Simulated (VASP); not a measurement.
Input of a VASP 6.6.1 run:

File INCAR:

```
SYSTEM = WC
PREC     = Accurate       ! precision mode
ENCUT    = 600            ! plane-wave cutoff, eV
EDIFF    = 1E-6           ! SCF threshold, eV
ISMEAR   = 1              ! smearing method
SIGMA    = 0.05           ! smearing width, eV
LREAL    = .False.        ! projectors in reciprocal space
LASPH    = .True.         ! aspherical terms in the spheres
NELM     = 120            ! most SCF steps
ALGO     = Normal         ! electronic algorithm
ISIF     = 2              ! what is computed and relaxed
LWAVE    = .False.        ! write WAVECAR
LCHARG   = .False.        ! write CHGCAR
GGA      = PS             ! functional
NBANDS   = 16             ! bands
GGA_COMPAT= .False.
```

KPOINTS

```
Automatic mesh
0
Gamma
  11 11 11
  0 0 0
```

File POSCAR:

```
WC
1.0
    0.0000000000      2.1926840000      2.1926840000
    2.1926840000      0.0000000000      2.1926840000
    2.1926840000      2.1926840000      0.0000000000
W C
1 1
Direct
    0.0000000000      0.0000000000      0.0000000000
    0.5000000000      0.5000000000      0.5000000000
```

Potentials or basis: VASP PAW PBE potentials, release 64 (W_sv, C).

Run with:

```bash
$ cat potpaw_PBE.64/W_sv/POTCAR potpaw_PBE.64/C/POTCAR > POTCAR
$ mpirun -np 1 vasp_std > vasp.out
```

Problem. Predict the pressure.

Solution. -9.1 GPa.

Problem. Predict the band gap on the k mesh.

Solution. Zero (band 9 reaches 13.19 eV, above the bottom of band 10 at 10.11 eV).

Caveat: the PAW data sets were made with another functional, which shifts forces and pressure a little; spin-orbit coupling is left out, which moves the levels of the heavy elements.
